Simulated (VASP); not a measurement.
Here is a VASP 6.6.1 calculation.

Contents of INCAR:

```
SYSTEM = Ga
PREC     = Accurate       ! precision mode
ENCUT    = 520            ! plane-wave cutoff, eV
EDIFF    = 1E-6           ! SCF threshold, eV
ISMEAR   = 0              ! smearing method
SIGMA    = 0.15           ! smearing width, eV
LREAL    = .FALSE.        ! projectors in reciprocal space
LASPH    = .TRUE.         ! aspherical terms in the spheres
NELM     = 80             ! most SCF steps
ALGO     = Fast           ! electronic algorithm
ISIF     = 2              ! what is computed and relaxed
LWAVE    = .FALSE.        ! write WAVECAR
LCHARG   = .TRUE.         ! write CHGCAR
GGA      = PS             ! functional
LELF     = .TRUE.         ! ELF
LVHAR    = .TRUE.       
NBANDS   = 20             ! bands
```

KPOINTS

```
regular mesh
0
G
  18 18 16
  0 0 0
```

Contents of POSCAR:

```
Ga
1.0
    1.4210000000     -3.9837000000      0.0000000000
    1.4210000000      3.9837000000      0.0000000000
    0.0000000000      0.0000000000      3.1700000000
Ga
2
Direct
    0.8670000000      0.1330000000      0.2500000000
    0.1330000000      0.8670000000      0.7500000000
```

Potentials or basis: VASP PAW PBE potentials, release 64 (Ga_d).

Run with:

```bash
$ cat potpaw_PBE.64/Ga_d/POTCAR > POTCAR
$ mpirun -np 1 vasp_std > vasp.out
```

Predict the largest force.

0.212 eV/Å.

What does it give for the band gap on the k mesh?

Zero (bands 13 and 14 overlap by 9.39 eV).

What does it give for the pressure?

0.2 GPa.

Stress tensor (GPa, compression positive):
```
-1.78  0.00  0.00
 0.00  0.79  0.00
 0.00  0.00  1.56
```

Caveat: the cell differs from its parent crystal (strain -0.0200 x Voigt [1, 1, 0, 0, 0, 0]); the PAW data sets were made with another functional, which shifts forces and pressure a little.
